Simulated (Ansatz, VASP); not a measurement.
**Cu in VASP and in Ansatz**

```
CELL_PARAMETERS angstrom
0.00000 1.79537 1.79537
1.79537 0.00000 1.79537
1.79537 1.79537 0.00000
ATOMIC_POSITIONS crystal
Cu 0.00000 0.00000 0.00000
```

Alike in both runs: task single point; functional PBE; k mesh 11 × 11 × 11; occupations fermi-dirac, width 0.05 eV; no spin polarisation.

```csv
,VASP,Ansatz
version,VASP 6.6.1,Ansatz 0.2.0
potentials or method,"VASP PAW PBE potentials, release 64 (Cu), cutoff 600 eV","plane waves, PAW"
valence electrons in the cell,11,19
```

|  | VASP | Ansatz | Ansatz less VASP |
| --- | --- | --- | --- |
| pressure (GPa) | 5.3 | 4.7 | -0.60 |

The functional is the same, so the differences come from potentials, cutoffs and numerics. VASP's potentials hold 11 valence electrons a cell and Ansatz's 19, so a difference there can come from the potentials and not from the codes.
